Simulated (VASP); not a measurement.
Here is a VASP 6.6.1 calculation.

File INCAR:

```
  ALGO = Normal
  EDIFF = 1E-6
  ENCUT = 600
  GGA = PE
  GGA_COMPAT = F
  ISIF = 2
  ISMEAR = 0
  LASPH = T
  LCHARG = F
  LREAL = F
  LWAVE = F
  NBANDS = 23
  NELM = 120
  PREC = Accurate
  SIGMA = 0.2
```

File KPOINTS:

```
k-points
0
Gamma
  4 4 4
```

The input POSCAR:

```
WC4
1.0
    4.0902516820      0.0000000000      0.0000000000
    0.0000000000      4.0902516820      0.0000000000
    0.0000000000      0.0000000000      4.0902516820
W C
1 4
Direct
    0.5000000000      0.5000000000      0.5000000000
    0.0000000000      0.0000000000      0.0000000000
    0.5000000000      0.5000000000      0.0000000000
    0.5000000000      0.0000000000      0.5000000000
    0.0000000000      0.5000000000      0.5000000000
```

Potentials or basis: VASP PAW PBE potentials, release 64 (W_sv, C).

Run with:

```bash
$ cat potpaw_PBE.64/W_sv/POTCAR potpaw_PBE.64/C/POTCAR > POTCAR
$ mpirun -np 1 vasp_std > vasp.out
```

(1) Estimate the pressure.

(2) What does it give for the band gap on the k mesh?

## Answers

(1) 0.0 GPa.

(2) zero (band 15 reaches 4.46 eV, above the bottom of band 16 at 3.34 eV).

Caveat: the k points lie up to 0.38 Å⁻¹ apart; spin-orbit coupling is left out, which moves the levels of the heavy elements.
